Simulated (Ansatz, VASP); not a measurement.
LiF: VASP beside Ansatz

File INCAR:

```
ALGO = Normal
EDIFF = 1E-7
ENCUT = 520
GGA = PE
ISIF = 2
ISMEAR = 0
LASPH = True
LCHARG = False
LREAL = False
LWAVE = False
NBANDS = 42
NELM = 80
PREC = Accurate
SIGMA = 0.1
```

KPOINTS

```
k-points
0
Gamma
  4 4 4
```

The input POSCAR:

```
LiF
1.0
    5.3517178700      0.0000000000      0.0000000000
    0.0000000000      4.2472160700      2.3772296200
    0.0000000000     -4.2472160700      2.3772296200
Li F
6 6
Direct
    0.3487267900      0.4091179000      0.2158749400
    0.6512732100      0.2158749400      0.4091179000
    0.3487267900      0.7158749400      0.9091179000
    0.6512732100      0.9091179000      0.7158749400
    0.8434396700      0.5627219200      0.0627219200
    0.1565603300      0.0627219200      0.5627219200
    0.6512732100      0.2841250600      0.0908821000
    0.3487267900      0.0908821000      0.2841250600
    0.6512732100      0.5908821000      0.7841250600
    0.3487267900      0.7841250600      0.5908821000
    0.1565603300      0.4372780800      0.9372780800
    0.8434396700      0.9372780800      0.4372780800
```

Input for Ansatz:

```yaml
crystal:
  lattice:
    - [5.35171787, 0.0, 0.0]
    - [0.0, 4.24721607, 2.37722962]
    - [0.0, -4.24721607, 2.37722962]
  atoms:
    - { symbol: Li, position: [0.34872679, 0.4091179, 0.21587494] }
    - { symbol: Li, position: [0.65127321, 0.21587494, 0.4091179] }
    - { symbol: Li, position: [0.34872679, 0.71587494, 0.9091179] }
    - { symbol: Li, position: [0.65127321, 0.9091179, 0.71587494] }
    - { symbol: Li, position: [0.84343967, 0.56272192, 0.06272192] }
    - { symbol: Li, position: [0.15656033, 0.06272192, 0.56272192] }
    - { symbol: F, position: [0.65127321, 0.28412506, 0.0908821] }
    - { symbol: F, position: [0.34872679, 0.0908821, 0.28412506] }
    - { symbol: F, position: [0.65127321, 0.5908821, 0.78412506] }
    - { symbol: F, position: [0.34872679, 0.78412506, 0.5908821] }
    - { symbol: F, position: [0.15656033, 0.43727808, 0.93727808] }
    - { symbol: F, position: [0.84343967, 0.93727808, 0.43727808] }
basis:
  ecutwfc: 420
kpoints:
  mp_grid: { grid: [4, 4, 4] }
hamiltonian:
  xc: pbe
scf:
  occupations: { method: gaussian, width: 0.1 }
  lower_state_search: "off"
output:
  forces: true
  stress: true
  eigenvalues: true
```

Alike in both runs: task single point; functional PBE; k mesh 4 × 4 × 4; occupations gaussian, width 0.1 eV; no spin polarisation.

|  | VASP | Ansatz |
| --- | --- | --- |
| version | VASP 6.6.1 | Ansatz 0.2.0 |
| potentials or method | VASP PAW PBE potentials, release 64 (Li_sv, F), cutoff 520 eV | scalar-relativistic, plane waves, PAW |
| valence electrons in the cell | 60 | 60 |

|  | VASP | Ansatz | Ansatz less VASP |
| --- | --- | --- | --- |
| gap on the k mesh at the Fermi level (eV) | 7.51 | 7.52 | +0.015 |
| least direct gap on the mesh (eV) | 7.51 | 7.52 | +0.015 |
| rms of the force components (eV/Å) | 0.528 | 0.516 | -0.0125 |

Atom by atom the forces differ by 0.015 eV/Å (rms over components).

Noted on VASP's run: the cutoff is short for stress, so the pressure is rough.
